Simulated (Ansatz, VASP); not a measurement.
# Two plane-wave programs on MgS

```
Mg S
1.0
     0.00000    2.60152    2.60152
     2.60152    0.00000    2.60152
     2.60152    2.60152    0.00000
Mg S
1 1
Direct
  0.00000 0.00000 0.00000
  0.50000 0.50000 0.50000
```

Alike in both runs: task single point; functional PBE-based global hybrid; k mesh 4 × 4 × 4; no spin polarisation.

|  | VASP | Ansatz |
| --- | --- | --- |
| version | VASP 6.6.1 | Ansatz 0.2.0 |
| potentials or method | VASP PAW PBE potentials, release 64 (Mg, S) | plane waves |
| plane-wave cutoff (eV) | 520 | 420 |
| occupations | gaussian, width 0.01 eV | fixed |
| valence electrons in the cell | 8 | 16 |

```csv
,VASP,Ansatz,Ansatz less VASP
gap on the k mesh at the Fermi level (eV),3.81,3.82,+0.014
pressure (GPa),0.2,0.6,+0.37
```

VASP's potentials were made for PBE, not for PBE-based global hybrid. VASP's potentials hold 8 valence electrons a cell and Ansatz's 16, so a difference there can come from the potentials and not from the codes. Ansatz's warnings: stress exchange threshold loose, stress scf threshold loose.

The k mesh is coarse, so the values compare programs but aren't converged.
